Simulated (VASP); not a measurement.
# MgO (R-3m) in VASP: notebook

MgO is run at these levels: HSE06; tasks: single point.

All numbers are computed with VASP 6.6.1; they aren't measurements. Logs are shortened: lines on timing, memory, paths and dates and some standing lists are left out, and cuts for length are marked.

### Step 1. The cell of the first run

It takes space group R-3m (No. 166, trigonal). Conventional cell: a = 3.062 Å, b = 3.062 Å, c = 7.210 Å, α = 90.00°, β = 90.00°, γ = 120.00°. Mg (site symmetry -3m) has 6 O at 2.14 Å within 2.8 Å. Within 2.8 Å of O (site symmetry -3m) lie 6 Mg at 2.14 Å.

### Step 2. Single point, HSE06 (epitaxial 111 strain +3.0%)

POSCAR

```
MgO
1.0
   -0.0559818621      2.1092505758      2.1092505758
    2.1092505758     -0.0559818621      2.1092505758
    2.1092505758      2.1092505758     -0.0559818621
Mg O
1 1
Direct
    0.0000000000      0.0000000000      0.0000000000
    0.5000000000      0.5000000000      0.5000000000
```

INCAR.step1

```
SYSTEM = MgO
  ALGO = Normal
  EDIFF = 1E-5
  ENCUT = 520
  GGA = PE
  ISIF = 2
  ISMEAR = 0
  LASPH = .True.
  LCHARG = .False.
  LREAL = .False.
  LWAVE = .True.
  NBANDS = 11
  NELM = 100
  PREC = Accurate
  SIGMA = 0.01
```

INCAR.step2

```
SYSTEM = MgO
  ALGO = Normal
  EDIFF = 1E-6
  ENCUT = 520
  GGA = PE
  HFSCREEN = 0.2079
  ISIF = 2
  ISMEAR = 0
  ISTART = 1
  LASPH = .True.
  LCHARG = .False.
  LHFCALC = .True.
  LREAL = .False.
  LWAVE = .False.
  NBANDS = 11
  NELM = 100
  PREC = Accurate
  PRECFOCK = Normal
  SIGMA = 0.01
```

KPOINTS

```
k-points
0
Gamma
  8 8 8
  0 0 0
```

Potentials or basis: VASP PAW PBE potentials, release 64 (Mg, O).

Command:

```bash
$ cat potpaw_PBE.64/Mg/POTCAR potpaw_PBE.64/O/POTCAR > POTCAR
$ cp INCAR.step1 INCAR
$ mpirun -np 1 vasp_std > vasp.out
$ cp INCAR.step2 INCAR
$ mpirun -np 1 vasp_std > vasp.out
```

OUTCAR:

```text
SYSTEM = MgO
   EDIFF = 1E-6
   ENCUT = 520
   GGA = PE
   HFSCREEN = 0.2079
   ISIF = 2
   ISMEAR = 0
   ISTART = 1
   LASPH = .True.
   LHFCALC = .True.
   LREAL = .False.
   NELM = 100
   PREC = Accurate
   PRECFOCK = Normal

 ion  position               nearest neighbor table
   1  0.000  0.000  0.000-   2 2.14   2 2.14   2 2.14   2 2.14   2 2.14   2 2.14
   2  0.500  0.500  0.500-   1 2.14   1 2.14   1 2.14   1 2.14   1 2.14   1 2.14

  LATTYP: Found a trigonal (rhomboedric) cell.
 ALAT       =     2.9834560416
 COS(alpha) =     0.4732921842

  Lattice vectors:

 A1 = (  -0.0559818621,   2.1092505758,   2.1092505758)
 A2 = (   2.1092505758,  -0.0559818621,   2.1092505758)
 A3 = (   2.1092505758,   2.1092505758,  -0.0559818621)

Analysis of symmetry for initial positions (statically):
=====================================================================
 Subroutine PRICEL returns:
 Original cell was already a primitive cell.

 Routine SETGRP: Setting up the symmetry group for a
 trigonal (rhombohedral) supercell.

 Subroutine GETGRP returns: Found 12 space group operations
 (whereof 12 operations were pure point group operations)
 out of a pool of 12 trial point group operations.

The static configuration has the point symmetry D_3d.

Analysis of symmetry for dynamics (positions and initial velocities):
=====================================================================
 Subroutine PRICEL returns:
 Original cell was already a primitive cell.

 Routine SETGRP: Setting up the symmetry group for a
 trigonal (rhombohedral) supercell.

 Subroutine GETGRP returns: Found 12 space group operations
 (whereof 12 operations were pure point group operations)
 out of a pool of 12 trial point group operations.

The dynamic configuration has the point symmetry D_3d.

 Subroutine INISYM returns: Found 12 space group operations
 (whereof 12 operations are pure point group operations),
 and found     1 'primitive' translations

----------------------------------------------------------------------------------------

                                     Primitive cell

  volume of cell :      19.5149

  direct lattice vectors                    reciprocal lattice vectors
    -0.055981862  2.109250576  2.109250576    -0.227816411  0.234027769  0.234027769
     2.109250576 -0.055981862  2.109250576     0.234027769 -0.227816411  0.234027769
     2.109250576  2.109250576 -0.055981862     0.234027769  0.234027769 -0.227816411

  length of vectors
     2.983456042  2.983456042  2.983456042     0.401793866  0.401793866  0.401793866

  position of ions in fractional coordinates (direct lattice)
     0.000000000  0.000000000  0.000000000
     0.500000000  0.500000000  0.500000000

  ion indices of the primitive-cell ions
   primitive index   ion index
                 1           1
                 2           2

----------------------------------------------------------------------------------------

 KPOINTS: k-points

Automatic generation of k-mesh.
 Grid dimensions read from file:
 generate k-points for:    8    8    8

 Generating k-lattice:

  Cartesian coordinates                     Fractional coordinates (reciprocal lattice)
    -0.028477051  0.029253471  0.029253471     0.125000000  0.000000000  0.000000000
     0.029253471 -0.028477051  0.029253471     0.000000000  0.125000000  0.000000000
     0.029253471  0.029253471 -0.028477051     0.000000000  0.000000000  0.125000000

  Length of vectors
     0.050224233  0.050224233  0.050224233

  Shift w.r.t. Gamma in fractional coordinates (k-lattice)
     0.000000000  0.000000000  0.000000000

 Subroutine IBZKPT returns following result:
 ===========================================

 Found     65 irreducible k-points:

 Following reciprocal coordinates:
            Coordinates               Weight
  0.000000  0.000000  0.000000      1.000000
  0.125000  0.000000  0.000000      6.000000
  0.250000  0.000000  0.000000      6.000000
  0.375000  0.000000 -0.000000      6.000000
  0.500000  0.000000  0.000000      3.000000
  0.125000  0.125000 -0.000000      6.000000
[... 16 lines left out ...]
  0.250000  0.125000  0.125000      6.000000
  0.375000  0.125000  0.125000      6.000000
 [... further k-points ...]
   k-points           NKPTS =     65   k-points in BZ     NKDIM =    512   number of bands    NBANDS=     11
   number of dos      NEDOS =    301   number of ions     NIONS =      2
   total plane-waves  NPLWV =  13824
   dimension x,y,z NGX =    24 NGY =   24 NGZ =   24
   dimension x,y,z NGXF=    48 NGYF=   48 NGZF=   48
   ions per type =               1   1
   NGX,Y,Z   is equivalent  to a cutoff of  13.37, 13.37, 13.37 a.u.
   NGXF,Y,Z  is equivalent  to a cutoff of  26.75, 26.75, 26.75 a.u.
 SYSTEM =  MgO
   PREC   = accura    normal or accurate (medium, high low for compatibility)
   ISTART =      1    job   : 0-new  1-cont  2-samecut
   ICHARG =      0    charge: 1-file 2-atom 10-const
   ISPIN  =      1    spin polarized calculation?
   LNONCOLLINEAR =      F non collinear calculations
   LSORBIT =      F    spin-orbit coupling
   LASPH  =      T    aspherical Exc in radial PAW
   ENCUT  =  520.0 eV  38.22 Ry    6.18 a.u.   5.55  5.55  5.55*2*pi/ulx,y,z
   NELM   =    100;   NELMIN=  2; NELMDL=  0     # of ELM steps
   EDIFF  = 0.1E-05   stopping-criterion for ELM
   LREAL  =      F    real-space projection
   EDIFFG = 0.1E-04   stopping-criterion for IOM
   NSW    =      0    number of steps for IOM
   IBRION =     -1    ionic relax: 0-MD 1-quasi-New 2-CG
   NFREE  =      0    steps in history (QN), initial steepest desc. (CG)
   ISIF   =      2    stress and relaxation
   ISYM   =      3    0-nonsym 1-usesym 2-fastsym
   POTIM  = 0.5000    time-step for ionic-motion
   TEBEG  =    0.0;   TEEND  =   0.0 temperature during run
   PSTRESS=    0.0 pullay stress
   NELECT =       8.0000    total number of electrons
   NUPDOWN=      -1.0000    fix difference up-down
   EMIN   =  10.00;   EMAX   =-10.00  energy-range for DOS
   EFERMI =   0.00;   METHOD = LEGACY
   ISMEAR =     0;   SIGMA  =   0.01  broadening in eV -4-tet -1-fermi 0-gaus
   EFERMI_NEDOS =   21; number of points for ismear=-14 and -15
   IALGO  =     38    algorithm
   IMIX   =      1    mixing-type and parameters
     AMIX     =   0.40;   BMIX     =  1.00
     AMIX_MAG =   1.60;   BMIX_MAG =  1.00
  volume/ion in A,a.u.               =       9.76        65.85
  Fermi-wavevector in a.u.,A,eV,Ry     =   1.216139  2.298169 20.122921  1.478993
  Thomas-Fermi vector in A             =   2.351502
   LORBIT       =      0    0 simple, 1 ext, 2 COOP (PROOUT), +10 PAW based schemes
   GGA     = PE    functional components
   LHFCALC =     T    Hartree Fock is set to
   PRECFOCK=normal    Normal, Fast or Accurate (Low or Medium for compatibility)
   ENCUT4O =  -1.0   cutoff for four orbital integrals eV
   NKREDX  =     1    reduce k-point grid by
   NKREDY  =     1    reduce k-point grid by
   NKREDZ  =     1    reduce k-point grid by
   AEXX    =    0.2500 exact exchange contribution
   HFSCREEN=    0.2079 screening length (either q_TF or 0.3 A-1)
   HFSCREENC=   0.2079 screening length for correlation (either q_TF or 0.3 A-1)
   ENCUTFOCK=  -1.0 apply spherical cutoff to Coloumb kernel
   IVDW    =     0    specifies the selected vdW correction
   LEPSILON=     F    determine dielectric tensor
   LRPA    =     F    only Hartree local field effects (RPA)
 non-spin polarized calculation
 Gauss-broadening in eV      SIGMA  =   0.01
  energy-cutoff  :      520.00
  volume of cell :       19.51
 maximum number of plane-waves:       540
 NGX is ok and might be reduce to    24
  NGX = 18; NGY = 18; NGZ = 18

 number of electron       8.0000000 magnetization

 Free energy of the ion-electron system (eV)
  ---------------------------------------------------
  ext. energy  EPLUGINS =         0.00000000
  ---------------------------------------------------
  free energy    TOTEN  =       -14.16699295 eV

  energy without entropy =      -14.16699295  energy(sigma->0) =      -14.16699295

 E-fermi :   2.0031     XC(G=0):  -8.9374

 val. band max:        1.8244519604   @ k =   0.0000   0.0000   0.0000
 cond. band min:       7.6048483600   @ k =   0.0000   0.0000   0.0000
 fundamental gap:      5.7803963996
 Fermi energy:         2.0030912278

 k-point     1 :       0.0000    0.0000    0.0000
  band No.  band energies     occupation
      1     -16.9563      2.00000
      2       1.5595      2.00000
      3       1.5595      2.00000
      4       1.8245      2.00000
      5       7.6048      0.00000
      6      18.7347      0.00000
      7      18.7347      0.00000
      8      19.9368      0.00000
      9      22.8855      0.00000
     10      24.8347      0.00000
     11      24.8347      0.00000

 k-point     2 :       0.1250    0.0000    0.0000
  band No.  band energies     occupation
      1     -16.8010      2.00000
      2       0.6312      2.00000
      3       1.4640      2.00000
      4       1.6942      2.00000
      5       8.5367      0.00000
      6      17.2624      0.00000
      7      19.1139      0.00000
      8      20.1427      0.00000
      9      23.6687      0.00000
     10      23.9464      0.00000
     11      25.0903      0.00000

 k-point     3 :       0.2500    0.0000    0.0000
  band No.  band energies     occupation
      1     -16.3999      2.00000
      2      -1.1231      2.00000
      3       1.2431      2.00000
      4       1.4515      2.00000
      5      10.0986      0.00000
      6      15.7792      0.00000
      7      19.7134      0.00000
      8      20.4503      0.00000
      9      23.0418      0.00000
     10      23.8214      0.00000
     11      25.1979      0.00000
[... 267 lines left out ...]
 k-point    23 :       0.2500    0.1250    0.1250
  band No.  band energies     occupation
      1     -16.5414      2.00000
      2      -0.2290      2.00000
      3       1.1514      2.00000
      4       1.3799      2.00000
      5       9.6683      0.00000
      6      16.2832      0.00000
      7      19.4829      0.00000
      8      19.7944      0.00000
      9      21.8792      0.00000
     10      24.2096      0.00000
     11      26.4836      0.00000

 k-point    24 :       0.3750    0.1250    0.1250
  band No.  band energies     occupation
      1     -16.1240      2.00000
      2      -1.6719      2.00000
      3       0.7839      2.00000
      4       1.1634      2.00000
      5      11.1348      0.00000
      6      15.2594      0.00000
      7      18.9907      0.00000
      8      20.3977      0.00000
      9      21.7788      0.00000
     10      25.0019      0.00000
     11      26.7771      0.00000

 [... further k-points ...]

------------------------ aborting loop because EDIFF is reached ----------------------------------------

  FORCE on cell =-STRESS in cart. coord.  units (eV):
  Direction    XX          YY          ZZ          XY          YZ          ZX
  --------------------------------------------------------------------------------------
  -------------------------------------------------------------------------------------
  Total       -0.9832638     -0.9832638     -0.9832638      0.4473230      0.4473230      0.4473230
  in kB      -80.7263487    -80.7263487    -80.7263487     36.7253945     36.7253945     36.7253945
  external PRESSURE =     -80.7263487 kB  Pullay stress =       0.0000000 kB

 VOLUME and BASIS-vectors are now :
 -----------------------------------------------------------------------------
  energy-cutoff  :      520.00
  volume of cell :       19.51
      direct lattice vectors                 reciprocal lattice vectors
    -0.055981862  2.109250576  2.109250576    -0.227816411  0.234027769  0.234027769
     2.109250576 -0.055981862  2.109250576     0.234027769 -0.227816411  0.234027769
     2.109250576  2.109250576 -0.055981862     0.234027769  0.234027769 -0.227816411

 POSITION                                       TOTAL-FORCE (eV/Angst)
 -----------------------------------------------------------------------------------
      0.00000      0.00000      0.00000         0.000000     -0.000000      0.000000
      2.08126      2.08126      2.08126         0.000000      0.000000     -0.000000
 -----------------------------------------------------------------------------------
    total drift:                               -0.000048     -0.000035     -0.000048

  FREE ENERGIE OF THE ION-ELECTRON SYSTEM (eV)
  ---------------------------------------------------
  free  energy   TOTEN  =       -14.1669929470 eV

  energy  without entropy=      -14.1669929470  energy(sigma->0) =      -14.16699295
```

Run time: 84 min. Hardware: 1 thread of Oxide Virtual Turin-like, shared host; peak memory 0.24 GiB.

What came out:

- Free energy: -14.1670 eV
- Pressure: -8.1 GPa
- Band gap on the k mesh: 5.78 eV

Stress tensor (GPa, compression positive):
```
-8.07  3.67  3.67
 3.67 -8.07  3.67
 3.67  3.67 -8.07
```

Caveat: the cell differs from its parent crystal (epitaxial 111 strain +3.0%); the cell stands under tension; the PAW data sets were made with another functional, which shifts forces and pressure a little.

### Step 3. Single point, HSE06 (epitaxial 111 strain +2.0%)

POSCAR

```
MgO
1.0
   -0.0372806204      2.1069301434      2.1069301434
    2.1069301434     -0.0372806204      2.1069301434
    2.1069301434      2.1069301434     -0.0372806204
Mg O
1 1
Direct
    0.0000000000      0.0000000000      0.0000000000
    0.5000000000      0.5000000000      0.5000000000
```

INCAR.step1

```
SYSTEM = MgO
PREC = Accurate
ENCUT = 520
EDIFF = 1E-5
ISMEAR = 0
SIGMA = 0.01
LREAL = .False.
LASPH = .True.
NELM = 100
ALGO = Normal
ISIF = 2
LWAVE = .True.
LCHARG = .False.
GGA = PE
NBANDS = 11
```

INCAR.step2

```
SYSTEM = MgO
PREC = Accurate
ENCUT = 520
EDIFF = 1E-6
ISMEAR = 0
SIGMA = 0.01
LREAL = .False.
LASPH = .True.
NELM = 100
ALGO = Normal
ISIF = 2
LWAVE = .False.
LCHARG = .False.
GGA = PE
LHFCALC = .True.
HFSCREEN = 0.2079
PRECFOCK = Normal
ISTART = 1
NBANDS = 11
```

KPOINTS

```
regular mesh
0
Gamma
  8 8 8
  0 0 0
```

Potentials or basis: VASP PAW PBE potentials, release 64 (Mg, O).

Command:

```bash
$ cat potpaw_PBE.64/Mg/POTCAR potpaw_PBE.64/O/POTCAR > POTCAR
$ cp INCAR.step1 INCAR
$ mpirun -np 1 vasp_std > vasp.out
$ cp INCAR.step2 INCAR
$ mpirun -np 1 vasp_std > vasp.out
```

Run time: 1.7 h. Hardware: 1 thread of Oxide Virtual Turin-like, shared host; peak memory 0.23 GiB.

It converged, with:

```
Free energy            : -14.1900 eV
Pressure               : -5.8 GPa
Band gap on the k mesh : 6.01 eV
```

Stress tensor (GPa, compression positive):
```
-5.81  2.55  2.55
 2.55 -5.81  2.55
 2.55  2.55 -5.81
```

Levels at points of the mesh, in eV from the valence-band top:
| k point | band 2 | band 3 | band 4 | band 5 | band 6 | band 7 |
| --- | --- | --- | --- | --- | --- | --- |
| (0.00, 0.00, 0.00) | -0.18 | -0.18 | 0.00 | 6.01 | 17.19 | 17.19 |
| (0.50, 0.00, 0.00) | -4.96 | -0.83 | -0.70 | 9.40 | 14.29 | 17.85 |
| (0.50, 0.50, 0.00) | -4.39 | -1.66 | -1.44 | 10.62 | 11.46 | 14.90 |
| (0.50, 0.50, 0.50) | -4.83 | -0.92 | -0.92 | 9.18 | 14.69 | 17.51 |

Caveat: the cell differs from its parent crystal (epitaxial 111 strain +2.0%); the cell stands under tension; the PAW data sets were made with another functional, which shifts forces and pressure a little.
